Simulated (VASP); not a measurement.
Here is a VASP 6.6.1 calculation.

The input INCAR:

```
PREC = Accurate
ENCUT = 520
EDIFF = 1E-6
ISMEAR = 1
SIGMA = 0.1
LREAL = False
LASPH = True
NELM = 80
ALGO = Normal
ISIF = 2
LWAVE = False
LCHARG = False
GGA = PS
NBANDS = 9
```

KPOINTS

```
Automatic mesh
0
Gamma
  8 8 5
```

File POSCAR:

```
Mg
1.0
    3.1717169297      0.0000000000      0.0000000000
   -1.5858584649      2.7467874348      0.0000000000
    0.0000000000      0.0000000000      5.1748925013
Mg
2
Direct
    0.3333333333      0.6666666667      0.2500000000
    0.6666666667      0.3333333333      0.7500000000
```

Potentials or basis: VASP PAW PBE potentials, release 64 (Mg).

Run with:

```sh
$ cat potpaw_PBE.64/Mg/POTCAR > POTCAR
$ mpirun -np 1 vasp_std > vasp.out
```

(1) What does it give for the pressure?

(2) What does it give for the band gap on the k mesh?

## Answers

(1) 0.0 GPa.

(2) zero (band 2 reaches 3.70 eV, above the bottom of band 3 at 1.41 eV).

Caveat: the PAW data sets were made with another functional, which shifts forces and pressure a little.
